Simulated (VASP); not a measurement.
Crystal: Si.

```
Si
1.0
     0.00000    2.70097    2.70097
     2.70097    0.00000    2.70097
     2.70097    2.70097    0.00000
Si
2
Direct
  0.75000 0.75000 0.75000
  0.50000 0.50000 0.50000
```

```yaml
Program: VASP 6.6.1
Task: relaxation of cell and atoms
Functional: PBEsol
Potentials_or_basis: VASP PAW PBE potentials, release 64 (Si)
Cutoff: 600 eV
k_mesh: 12 × 12 × 12
Occupations: gaussian, width 0.02 eV
Spin: no spin polarisation
```

At the start: pressure 1.8 GPa; volume 19.70 Å³/atom.

Where does the relaxation end?

Over 3 steps the energy falls by 2.1 meV/atom and the volume is 20.08 Å³/atom (+1.9 %); space group Fd-3m (No. 227, to 0.05 Å).

The path:
```tsv
step	energy change (eV)	largest force (eV/Å)	pressure (GPa)	volume (Å³)
1	0.0000	0.0000	1.83	39.41
2	-0.0020	0.0000	-1.24	40.70
3	-0.0042	0.0000	0.00	40.15
```

Final structure:
```
CELL_PARAMETERS angstrom
0.00000 2.71786 2.71786
2.71786 0.00000 2.71786
2.71786 2.71786 0.00000
ATOMIC_POSITIONS crystal
Si 0.75000 0.75000 0.75000
Si 0.50000 0.50000 0.50000
```

Caveat: the PAW data sets were made with another functional, which shifts forces and pressure a little.
